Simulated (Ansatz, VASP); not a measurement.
## Zn: VASP beside Ansatz

The input POSCAR:

```
Zn
1.0
    2.6187264646      0.0000000000      0.0000000000
   -1.3093632323      2.2678836439      0.0000000000
    0.0000000000      0.0000000000      4.8388970683
Zn
2
Direct
    0.3333333333      0.6666666667      0.2500000000
    0.6666666667      0.3333333333      0.7500000000
```

The input INCAR.step1:

```
SYSTEM = Zn
ALGO = Normal
EDIFF = 1E-4
ENCUT = 520
GGA = PE
ISMEAR = 0
LASPH = .TRUE.
LCHARG = .FALSE.
LREAL = .FALSE.
LWAVE = .TRUE.
NBANDS = 19
NELM = 100
PREC = Accurate
SIGMA = 1.0
```

INCAR.step2

```
SYSTEM = Zn
ALGO = Normal
EDIFF = 1E-7
ENCUT = 520
ISIF = 2
ISMEAR = 0
ISTART = 1
LASPH = .TRUE.
LCHARG = .TRUE.
LELF = .TRUE.
LMIXTAU = .TRUE.
LREAL = .FALSE.
LVHAR = .TRUE.
LWAVE = .FALSE.
METAGGA = R2SCAN
NBANDS = 19
NELM = 100
PREC = Accurate
SIGMA = 1.0
```

File KPOINTS:

```
k-points
0
G
  14 14 7
  0 0 0
```

Input for Ansatz:

```yaml
crystal:
  lattice:
    - [2.6187264646, 0.0, 0.0]
    - [-1.3093632323, 2.2678836439, 0.0]
    - [0.0, 0.0, 4.8388970683]
  atoms:
    - { symbol: Zn, position: [0.3333333333, 0.6666666667, 0.25] }
    - { symbol: Zn, position: [0.6666666667, 0.3333333333, 0.75] }
hamiltonian:
  xc: r2scan
  pseudopotentials:
    kind: paw
    azcp:
      Zn: "pseudopotentials/Zn.paw.azcp"
basis:
  ecutwfc: 500
  fft_grid_basis: typed
kpoints:
  mp_grid: { grid: [14, 14, 7], shift: [0, 0, 0] }
magnetization:
  spin_polarized: false
scf:
  occupations: { method: gaussian, width: 1.0 }
  lower_state_search: "off"
output:
  stress: true
```

Alike in both runs: task single point; functional r2SCAN; k mesh 14 × 14 × 7; occupations gaussian, width 1 eV; no spin polarisation.

|  | VASP | Ansatz |
| --- | --- | --- |
| version | VASP 6.6.1 | Ansatz 0.2.0 |
| potentials or method | VASP PAW PBE potentials, release 64 (Zn), cutoff 520 eV | plane waves (500 eV) with PAW, scalar-relativistic |
| valence electrons in the cell | 24 | 24 |

```tsv
	VASP	Ansatz	Ansatz less VASP
pressure (GPa)	1.2	0.7	-0.51
traceless stress, the component that is largest in VASP (GPa)	-0.38	-0.24	+0.142
```

VASP's potentials were made for PBE, not for r2SCAN. With one functional, cell and mesh, what is left measures potentials, basis and numerics.
